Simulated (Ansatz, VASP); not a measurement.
Ta3B2N in VASP and in Ansatz

Contents of INCAR:

```
PREC     = Accurate       # precision mode
ENCUT    = 600            # plane-wave cutoff, eV
EDIFF    = 1E-6           # SCF threshold, eV
ISMEAR   = 0              # smearing method
SIGMA    = 0.1            # smearing width, eV
LREAL    = False          # projectors in reciprocal space
LASPH    = True           # aspherical terms in the spheres
NELM     = 100            # most SCF steps
ALGO     = Normal         # electronic algorithm
ISIF     = 3              # what is computed and relaxed
LWAVE    = False          # write WAVECAR
LCHARG   = False          # write CHGCAR
GGA      = PE             # functional
IBRION   = 2              # ionic algorithm
NSW      = 90             # ionic steps
EDIFFG   = -0.04          # ionic threshold
```

The input KPOINTS:

```
Automatic mesh
0
Gamma
  6 6 4
```

The input POSCAR:

```
Ta3B2N
1.0
    4.9393968100      0.0000000000      0.0000000000
   -2.4696984000      4.2776431200      0.0000000000
    0.0000000000      0.0000000000      4.1251041500
Ta B N
3 2 1
Direct
    0.5000000000      0.0000000000      0.3910249600
    0.0000000000      0.5000000000      0.3910249600
    0.5000000000      0.5000000000      0.3910249600
    0.3333333300      0.6666666700      0.6499078100
    0.6666666700      0.3333333300      0.6499078100
    0.0000000000      0.0000000000      0.8339446200
```

Input for Ansatz:

```yaml
crystal:
  lattice:
    - [4.93939681, 0.0, 0.0]
    - [-2.4696984, 4.27764312, 0.0]
    - [0.0, 0.0, 4.12510415]
  atoms:
    - { symbol: Ta, position: [0.5, 0.0, 0.39102496] }
    - { symbol: Ta, position: [0.0, 0.5, 0.39102496] }
    - { symbol: Ta, position: [0.5, 0.5, 0.39102496] }
    - { symbol: B, position: [0.33333333, 0.66666667, 0.64990781] }
    - { symbol: B, position: [0.66666667, 0.33333333, 0.64990781] }
    - { symbol: "N", position: [0.0, 0.0, 0.83394462] }
basis:
  ecutwfc: 420
kpoints:
  mp_grid: { grid: [6, 6, 4] }
hamiltonian:
  xc: pbe
scf:
  occupations: { method: gaussian, width: 0.1 }
  lower_state_search: "off"
output:
  forces: true
  stress: true
  eigenvalues: true
relax:
  adjacent_minimum: "off"
  f_tol: 0.04
  max_steps: 70
  cell: { stress_tol: 0.4 }
```

Alike in both runs: task relaxation of cell and atoms; functional PBE; k mesh 6 × 6 × 4; occupations gaussian, width 0.1 eV; no spin polarisation.

|  | VASP | Ansatz |
| --- | --- | --- |
| version | VASP 6.6.1 | Ansatz 0.2.0 |
| potentials or method | VASP PAW PBE potentials, release 64 (Ta_pv, B, N), cutoff 600 eV | scalar-relativistic, plane waves, PAW |
| valence electrons in the cell | 44 | 50 |

```csv
,VASP,Ansatz,Ansatz less VASP
"gap on the k mesh at the Fermi level, each at its own relaxed structure (eV)",none,none,-
relaxed volume (Å³/atom),14.51,14.51,-0.005
relaxed cell length with the largest relative difference (Å),3.285,3.276,-0.0095
```

A gap of «none» marks a metal or a gap that the smearing closes. VASP's potentials hold 44 valence electrons a cell and Ansatz's 50, so a difference there can come from the potentials and not from the codes.

The k mesh is coarse, so the values compare programs but aren't converged. Neither program's run includes spin-orbit coupling.
